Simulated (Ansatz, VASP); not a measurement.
# Zn: VASP beside Ansatz

```
Zn
1.0
     2.68245    0.00000    0.00000
    -1.34122    2.32307    0.00000
     0.00000    0.00000    4.97946
Zn
2
Direct
  0.33333 0.66667 0.25000
  0.66667 0.33333 0.75000
```

Change from the starting cell: volume scaled by 1.02, crystal datasets.

Alike in both runs: task electric field gradients; functional PBEsol; k mesh 18 × 18 × 8; occupations fermi-dirac, width 0.03 eV; no spin polarisation.

|  | VASP | Ansatz |
| --- | --- | --- |
| version | VASP 6.6.1 | Ansatz 0.2.0 |
| potentials or method | VASP PAW PBE potentials, release 64 (Zn), cutoff 520 eV | all-electron PAW with datasets made for the crystal, scalar-relativistic |

|  | VASP | Ansatz | Ansatz less VASP |
| --- | --- | --- | --- |
| pressure (GPa) | -6.2 | -6.5 | -0.31 |
| traceless stress, the component that is largest in VASP (GPa) | 1.55 | 1.65 | +0.102 |
| size of Vzz on the site where it differs most (V/Å²) | 33.6 | 33.4 | -0.21 |

VASP's potentials were made for PBE, not for PBEsol. Ansatz ran all-electron here, and VASP with PAW potentials.
